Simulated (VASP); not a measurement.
Set up this calculation in VASP 6.6.1, as the native input.

| Quantity | Value |
| --- | --- |
| Task | single point |
| Functional | PBE |
| Potentials or basis | VASP PAW PBE potentials, release 64 (C) |
| Cutoff | 600 eV |
| k mesh | 6 × 6 × 6 |
| Occupations | gaussian, width 0.01 eV |
| Spin | no spin polarisation |
| Dipole correction | no |
| Further INCAR settings | ALGO = Normal; EDIFF = 1e-06; NBANDS = 11 |

The structure of C lies in POSCAR:

```
C
1.0
    0.0000000000      1.7858130186      1.7858130186
    1.7858130186      0.0000000000      1.7858130186
    1.7858130186      1.7858130186      0.0000000000
C
2
Direct
    0.0000000000      0.0000000000      0.0000000000
    0.2500000000      0.2500000000      0.2500000000
```

One way to write it, as run:

INCAR

```
SYSTEM = C
PREC = Accurate
ENCUT = 600
EDIFF = 1E-6
ISMEAR = 0
SIGMA = 0.01
LREAL = .False.
LASPH = .True.
NELM = 120
ALGO = Normal
ISIF = 2
LWAVE = .False.
LCHARG = .False.
GGA = PE
NBANDS = 11
GGA_COMPAT = .False.
```

KPOINTS

```
Automatic mesh
0
Gamma
  6 6 6
  0 0 0
```

Potentials or basis: VASP PAW PBE potentials, release 64 (C).

Run with:

```bash
$ cat potpaw_PBE.64/C/POTCAR > POTCAR
$ mpirun -np 1 vasp_std > vasp.out
```

Results of the run:

- Pressure: 0.1 GPa
- Band gap on the k mesh: 4.14 eV, indirect (least direct gap 5.58 eV)

Caveat: the k points lie up to 0.51 Å⁻¹ apart.

It took 4.8 s on 1 thread of Intel Xeon 8259CL (shared host), peak memory 0.11 GiB.
